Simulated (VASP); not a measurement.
# RuBrF3 (Pm-3m) in VASP: a series of runs

The runs below take RuBrF3 through relaxation of cell and atoms, single point, with PBE.

Everything below comes from runs of VASP 6.6.1. Logs are shortened: lines on timing, memory, paths and dates and some standing lists are left out, and cuts for length are marked.

## 1. The cell of the first run

The structure is cubic, space group Pm-3m (No. 221). The conventional cell has a = 4.101 Å, b = 4.101 Å, c = 4.101 Å, α = 90.00°, β = 90.00°, γ = 90.00°. Within 2.7 Å of Ru (site symmetry m-3m) lie 6 F at 2.05 Å. Br (site symmetry m-3m) has 12 F at 2.90 Å and 8 Ru at 3.55 Å within 3.8 Å. Within 2.7 Å of F (site symmetry 4/mmm) lie 2 Ru at 2.05 Å.

The cell was generated, and may not be a known phase.

## 2. Relaxation of cell and atoms, PBE, collinear spin, ferromagnetic start

INCAR reads:

```
PREC = Accurate
ENCUT = 700
EDIFF = 1E-7
ISMEAR = 0
SIGMA = 0.1
LREAL = False
LASPH = True
NELM = 200
ALGO = Normal
ISIF = 3
LWAVE = False
LCHARG = False
ISPIN = 2
MAGMOM = 1 0 0 0 0
LORBIT = 11
LMAXMIX = 4
GGA = PE
IBRION = 2
NSW = 90
EDIFFG = -0.04
GGA_COMPAT = False
NELMIN = 4
```

KPOINTS reads:

```
Automatic mesh
0
Gamma
  4 4 4
```

POSCAR reads:

```
RuBrF3
1.0
    4.1011039000      0.0000000000      0.0000000000
    0.0000000000      4.1011039000      0.0000000000
    0.0000000000      0.0000000000      4.1011039000
Ru Br F
1 1 3
Direct
    0.5000000000      0.5000000000      0.5000000000
    0.0000000000      0.0000000000      0.0000000000
    0.0000000000      0.5000000000      0.5000000000
    0.5000000000      0.0000000000      0.5000000000
    0.5000000000      0.5000000000      0.0000000000
```

Potentials or basis: VASP PAW PBE potentials, release 64 (Ru_sv, Br, F).

On the command line:

```console
$ cat potpaw_PBE.64/Ru_sv/POTCAR potpaw_PBE.64/Br/POTCAR potpaw_PBE.64/F/POTCAR > POTCAR
$ mpirun -np 1 vasp_std > vasp.out
```

OUTCAR:

```text
PREC = Accurate
   ENCUT = 700
   EDIFF = 1E-7
   ISMEAR = 0
   LREAL = False
   LASPH = True
   NELM = 200
   ISIF = 3
   ISPIN = 2
   LORBIT = 11
   GGA = PE
   IBRION = 2
   NSW = 90
   EDIFFG = -0.04
   NELMIN = 4

 ion  position               nearest neighbor table
   1  0.500  0.500  0.500-   3 2.05   4 2.05   5 2.05   5 2.05   4 2.05   3 2.05
   2  0.000  0.000  0.000-
   3  0.000  0.500  0.500-   1 2.05   1 2.05
   4  0.500  0.000  0.500-   1 2.05   1 2.05
   5  0.500  0.500  0.000-   1 2.05   1 2.05

  LATTYP: Found a simple cubic cell.
 ALAT       =     4.1011039000

  Lattice vectors:

 A1 = (   4.1011039000,   0.0000000000,   0.0000000000)
 A2 = (   0.0000000000,   4.1011039000,   0.0000000000)
 A3 = (   0.0000000000,   0.0000000000,   4.1011039000)

Analysis of symmetry for initial positions (statically):
=====================================================================
 Subroutine PRICEL returns:
 Original cell was already a primitive cell.

 Routine SETGRP: Setting up the symmetry group for a
 simple cubic supercell.

 Subroutine GETGRP returns: Found 48 space group operations
 (whereof 48 operations were pure point group operations)
 out of a pool of 48 trial point group operations.

The static configuration has the point symmetry O_h .

Analysis of symmetry for dynamics (positions and initial velocities):
=====================================================================
 Subroutine PRICEL returns:
 Original cell was already a primitive cell.

 Routine SETGRP: Setting up the symmetry group for a
 simple cubic supercell.

 Subroutine GETGRP returns: Found 48 space group operations
 (whereof 48 operations were pure point group operations)
 out of a pool of 48 trial point group operations.

The dynamic configuration has the point symmetry O_h .

Analysis of structural, dynamic, and magnetic symmetry:
=====================================================================
 Subroutine PRICEL returns:
 Original cell was already a primitive cell.

 Routine SETGRP: Setting up the symmetry group for a
 simple cubic supercell.

 Subroutine GETGRP returns: Found 48 space group operations
 (whereof 48 operations were pure point group operations)
 out of a pool of 48 trial point group operations.

The overall configuration has the point symmetry O_h .

 Subroutine INISYM returns: Found 48 space group operations
 (whereof 48 operations are pure point group operations),
 and found     1 'primitive' translations

----------------------------------------------------------------------------------------

                                     Primitive cell

  volume of cell :      68.9767

  direct lattice vectors                    reciprocal lattice vectors
     4.101103900  0.000000000  0.000000000     0.243836787  0.000000000  0.000000000
     0.000000000  4.101103900  0.000000000     0.000000000  0.243836787  0.000000000
     0.000000000  0.000000000  4.101103900     0.000000000  0.000000000  0.243836787

  length of vectors
     4.101103900  4.101103900  4.101103900     0.243836787  0.243836787  0.243836787

  position of ions in fractional coordinates (direct lattice)
     0.500000000  0.500000000  0.500000000
     0.000000000  0.000000000  0.000000000
     0.000000000  0.500000000  0.500000000
     0.500000000  0.000000000  0.500000000
     0.500000000  0.500000000  0.000000000

  ion indices of the primitive-cell ions
   primitive index   ion index
                 1           1
                 2           2
                 3           3
                 4           4
                 5           5

----------------------------------------------------------------------------------------

 KPOINTS: Automatic mesh

Automatic generation of k-mesh.
 Grid dimensions read from file:
 generate k-points for:    4    4    4

 Generating k-lattice:

  Cartesian coordinates                     Fractional coordinates (reciprocal lattice)
     0.060959197  0.000000000  0.000000000     0.250000000  0.000000000  0.000000000
     0.000000000  0.060959197  0.000000000     0.000000000  0.250000000  0.000000000
     0.000000000  0.000000000  0.060959197     0.000000000  0.000000000  0.250000000

  Length of vectors
     0.060959197  0.060959197  0.060959197

  Shift w.r.t. Gamma in fractional coordinates (k-lattice)
     0.000000000  0.000000000  0.000000000

 Subroutine IBZKPT returns following result:
 ===========================================

 Found     10 irreducible k-points:

 Following reciprocal coordinates:
            Coordinates               Weight
  0.000000  0.000000  0.000000      1.000000
  0.250000  0.000000  0.000000      6.000000
  0.500000  0.000000  0.000000      3.000000
  0.250000  0.250000  0.000000     12.000000
  0.500000  0.250000  0.000000     12.000000
  0.500000  0.500000  0.000000      3.000000
  0.250000  0.250000  0.250000      8.000000
  0.500000  0.250000  0.250000     12.000000
  0.500000  0.500000  0.250000      6.000000
  0.500000  0.500000  0.500000      1.000000
   k-points           NKPTS =     10   k-points in BZ     NKDIM =     10   number of bands    NBANDS=     27
   number of dos      NEDOS =    301   number of ions     NIONS =      5
   total plane-waves  NPLWV =  46656
   dimension x,y,z NGX =    36 NGY =   36 NGZ =   36
   dimension x,y,z NGXF=    72 NGYF=   72 NGZF=   72
   ions per type =               1   1   3
   NGX,Y,Z   is equivalent  to a cutoff of  14.59, 14.59, 14.59 a.u.
   NGXF,Y,Z  is equivalent  to a cutoff of  29.19, 29.19, 29.19 a.u.
 SYSTEM =  unknown system
   PREC   = accura    normal or accurate (medium, high low for compatibility)
   ISTART =      0    job   : 0-new  1-cont  2-samecut
   ICHARG =      2    charge: 1-file 2-atom 10-const
   ISPIN  =      2    spin polarized calculation?
   LNONCOLLINEAR =      F non collinear calculations
   LSORBIT =      F    spin-orbit coupling
   LASPH  =      T    aspherical Exc in radial PAW
   ENCUT  =  700.0 eV  51.45 Ry    7.17 a.u.   8.85  8.85  8.85*2*pi/ulx,y,z
   NELM   =    200;   NELMIN=  4; NELMDL= -5     # of ELM steps
   EDIFF  = 0.1E-06   stopping-criterion for ELM
   LREAL  =      F    real-space projection
   EDIFFG = -.4E-01   stopping-criterion for IOM
   NSW    =     90    number of steps for IOM
   IBRION =      2    ionic relax: 0-MD 1-quasi-New 2-CG
   NFREE  =      1    steps in history (QN), initial steepest desc. (CG)
   ISIF   =      3    stress and relaxation
   ISYM   =      2    0-nonsym 1-usesym 2-fastsym
   POTIM  = 0.5000    time-step for ionic-motion
   TEBEG  =    0.0;   TEEND  =   0.0 temperature during run
   PSTRESS=    0.0 pullay stress
   NELECT =      44.0000    total number of electrons
   NUPDOWN=      -1.0000    fix difference up-down
   EMIN   =  10.00;   EMAX   =-10.00  energy-range for DOS
   EFERMI =   0.00;   METHOD = LEGACY
   ISMEAR =     0;   SIGMA  =   0.10  broadening in eV -4-tet -1-fermi 0-gaus
   EFERMI_NEDOS =   21; number of points for ismear=-14 and -15
   IALGO  =     38    algorithm
   IMIX   =      4    mixing-type and parameters
     AMIX     =   0.40;   BMIX     =  1.00
     AMIX_MAG =   1.60;   BMIX_MAG =  1.00
  volume/ion in A,a.u.               =      13.80        93.10
  Fermi-wavevector in a.u.,A,eV,Ry     =   1.409262  2.663118 27.021419  1.986018
  Thomas-Fermi vector in A             =   2.531335
   LORBIT       =     11    0 simple, 1 ext, 2 COOP (PROOUT), +10 PAW based schemes
   GGA     = PE    functional components
   LHFCALC =     F    Hartree Fock is set to
   AEXX    =    0.0000 exact exchange contribution
   IVDW    =     0    specifies the selected vdW correction
   LEPSILON=     F    determine dielectric tensor
   LRPA    =     F    only Hartree local field effects (RPA)
 conjugate gradient relaxation of ions
 spin polarized calculation
 Gauss-broadening in eV      SIGMA  =   0.10
  energy-cutoff  :      700.00
  volume of cell :       68.98
 maximum number of plane-waves:      2945
 NGX is ok and might be reduce to    36
   NGX = 17   NGY = 17   NGZ = 17

--------------------------------------- Ionic step        1  -------------------------------------------

 number of electron      43.9999975 magnetization       1.4369917

 Free energy of the ion-electron system (eV)
  ---------------------------------------------------
  ext. energy  EPLUGINS =         0.00000000
  ---------------------------------------------------
  free energy    TOTEN  =       -20.00556607 eV

  energy without entropy =      -19.95576336  energy(sigma->0) =      -19.98066471

 E-fermi :   3.7083     XC(G=0): -10.6090

 val. band max:        3.6902464751   @ k =   0.2500   0.2500   0.0000
 cond. band min:       3.7098938173   @ k =   0.2500   0.2500   0.2500
 fundamental gap:      0.0196473422
 Fermi energy:         3.7082774400

 spin component 1

 k-point     1 :       0.0000    0.0000    0.0000
  band No.  band energies     occupation
      1     -70.6750      1.00000
      2     -40.6648      1.00000
      3     -40.6648      1.00000
      4     -40.6648      1.00000
      5     -20.3180      1.00000
      6     -19.9586      1.00000
[... 708 lines left out ...]
  energy  without entropy=      -19.9829701959  energy(sigma->0) =      -20.00833153

--------------------------------------- Ionic step        4  -------------------------------------------

 number of electron      44.0000016 magnetization       2.1808096

 Free energy of the ion-electron system (eV)
  ---------------------------------------------------
  ext. energy  EPLUGINS =         0.00000000
  ---------------------------------------------------
  free energy    TOTEN  =       -20.03427079 eV

  energy without entropy =      -19.98398025  energy(sigma->0) =      -20.00912552

 E-fermi :   3.0453     XC(G=0): -10.3620

 val. band max:        3.0059737028   @ k =   0.5000   0.0000   0.0000
 cond. band min:       3.0525880557   @ k =   0.2500   0.2500   0.0000
 fundamental gap:      0.0466143529
 Fermi energy:         3.0453136836

 spin component 1

 k-point     1 :       0.0000    0.0000    0.0000
  band No.  band energies     occupation
      1     -71.3738      1.00000
      2     -41.3450      1.00000
      3     -41.3450      1.00000
      4     -41.3450      1.00000
      5     -20.6401      1.00000
      6     -20.3137      1.00000
[... 624 lines left out ...]
  FREE ENERGIE OF THE ION-ELECTRON SYSTEM (eV)
  ---------------------------------------------------
  free  energy   TOTEN  =       -20.0342707850 eV

  energy  without entropy=      -19.9839802545  energy(sigma->0) =      -20.00912552

 reached required accuracy - stopping structural energy minimisation

 total charge

# of ion       s       p       d       tot
------------------------------------------
    1        2.101   6.024   5.081  13.207
    2        1.636   3.124   0.009   4.768
    3        1.741   4.293   0.000   6.034
    4        1.741   4.293   0.000   6.034
    5        1.741   4.293   0.000   6.034
--------------------------------------------------
tot          8.958  22.028   5.090  36.076

 magnetization (x)

# of ion       s       p       d       tot
------------------------------------------
    1        0.012   0.007   1.868   1.887
    2       -0.004  -0.095  -0.000  -0.099
    3        0.007   0.076   0.000   0.083
    4        0.007   0.076   0.000   0.083
    5        0.007   0.076   0.000   0.083
--------------------------------------------------
tot          0.029   0.139   1.868   2.036
```

Run time: 5 min. Hardware: 1 thread of Intel Xeon Platinum 8375C at 2.90GHz (Ice Lake), shared host; peak memory 0.27 GiB.

What came out:

| Item | Value |
| --- | --- |
| Free energy | -20.0343 eV |
| Relaxed volume | 14.46 Å³/atom |
| Relaxed cell | a = 4.166 Å, b = 4.166 Å, c = 4.166 Å, α = 90.00°, β = 90.00°, γ = 90.00° |
| Space group after relaxing (to 0.1 Å) | Pm-3m (No. 221) |
| Energy gained by relaxing | 5.7 meV/atom |
| Ionic steps | 4 |
| Pressure after relaxing | -0.1 GPa |
| Net moment | 2.18 μB per cell |
| Site moments | Ru +1.89; Br -0.10; F +0.08 μB |
| Valence electrons inside the program's atomic spheres | Ru 13.21; Br 4.77; F 6.03 |

Step by step:
```csv
step,energy change (eV),largest force (eV/Å),pressure (GPa),volume (Å³)
1,0.0000,0.0000,5.57,68.98
2,-0.0544,0.0000,-1.45,73.88
3,-0.0281,0.0000,-0.49,72.64
4,-0.0287,0.0000,-0.09,72.32
```

Final structure:
```xyz
5
Lattice="4.1664 0.0000 0.0000 0.0000 4.1664 0.0000 0.0000 0.0000 4.1664" Properties=species:S:1:pos:R:3 pbc="T T T"
Ru    2.0832    2.0832    2.0832
Br    0.0000    0.0000    0.0000
F     0.0000    2.0832    2.0832
F     2.0832    0.0000    2.0832
F     2.0832    2.0832    0.0000
```

Caveat: the k points lie up to 0.38 Å⁻¹ apart in the final cell.

## 3. Single point, PBE, collinear spin, ferromagnetic start

This run uses another cell than the first one, of 14.57 Å³/atom.

INCAR reads:

```
PREC     = Accurate       # precision mode
ENCUT    = 700            # plane-wave cutoff, eV
EDIFF    = 1E-6           # SCF threshold, eV
ISMEAR   = 0              # smearing method
SIGMA    = 0.1            # smearing width, eV
LREAL    = False          # projectors in reciprocal space
LASPH    = True           # aspherical terms in the spheres
NELM     = 200            # most SCF steps
ALGO     = Normal         # electronic algorithm
ISIF     = 2              # what is computed and relaxed
LWAVE    = False          # write WAVECAR
LCHARG   = False          # write CHGCAR
ISPIN    = 2              # spin polarisation
MAGMOM   = 1 0 0 0 0      # initial moments
LORBIT   = 11             # projections on sites
LMAXMIX  = 4              # l up to which the mixer works
GGA      = PE             # functional
NBANDS   = 34             # bands
GGA_COMPAT= False
```

KPOINTS is that of step 2.

Edit POSCAR of step 2 so:

```diff
@@ -2,5 +2,5 @@
 1.0
-    4.1011039000      0.0000000000      0.0000000000
-    0.0000000000      4.1011039000      0.0000000000
-    0.0000000000      0.0000000000      4.1011039000
+    4.1767644512      0.0000000000      0.0000000000
+    0.0000000000      4.1767644512      0.0000000000
+    0.0000000000      0.0000000000      4.1767644512
 Ru Br F
```

Potentials or basis: VASP PAW PBE potentials, release 64 (Ru_sv, Br, F).

On the command line:

```console
$ cat potpaw_PBE.64/Ru_sv/POTCAR potpaw_PBE.64/Br/POTCAR potpaw_PBE.64/F/POTCAR > POTCAR
$ mpirun -np 1 vasp_std > vasp.out
```

Run time: 100 s. Hardware: 1 thread of Intel Xeon Platinum 8375C at 2.90GHz (Ice Lake), shared host; peak memory 0.27 GiB.

Results (log left out):

```yaml
Free_energy: -20.0435 eV
Pressure: -0.7 GPa
Net_moment: 2.20 μB per cell
Site_moments: Ru +1.90; Br -0.10; F +0.08 μB
Valence_electrons_inside_the_program's_atomic_spheres: Ru 13.20; Br 4.76; F 6.03
```

Levels at points of the mesh, in eV from the Fermi level:
Spin up:
| k point | band 20 | band 21 | band 22 | band 23 | band 24 | band 25 | band 26 | band 27 |
| --- | --- | --- | --- | --- | --- | --- | --- | --- |
| (0.00, 0.00, 0.00) | -2.43 | -1.33 | -1.33 | 0.22 | 0.22 | 0.22 | 4.95 | 9.29 |
| (0.50, 0.00, 0.00) | -1.32 | -1.26 | -1.26 | -0.04 | -0.04 | 0.85 | 8.07 | 8.88 |
| (0.50, 0.50, 0.00) | -0.71 | -0.42 | -0.42 | -0.42 | -0.39 | 2.33 | 8.05 | 11.07 |
| (0.50, 0.50, 0.50) | -0.90 | 0.15 | 0.15 | 0.15 | 2.33 | 2.33 | 8.48 | 8.48 |
Spin down:
```
           k point  band 17  band 18  band 19  band 20  band 21  band 22  band 23  band 24
(0.00, 0.00, 0.00)    -3.86    -0.90    -0.90    -0.90     0.15     0.15     0.15     0.16
(0.50, 0.00, 0.00)    -3.94    -1.36    -0.87    -0.19    -0.19     0.17     0.18     0.18
(0.50, 0.50, 0.00)    -3.39    -0.50    -0.46    -0.46     0.09     0.09     0.66     0.93
(0.50, 0.50, 0.50)    -3.38    -0.11    -0.11    -0.11     0.73     0.73     0.73     3.43
```

Caveat: the k points lie up to 0.38 Å⁻¹ apart.
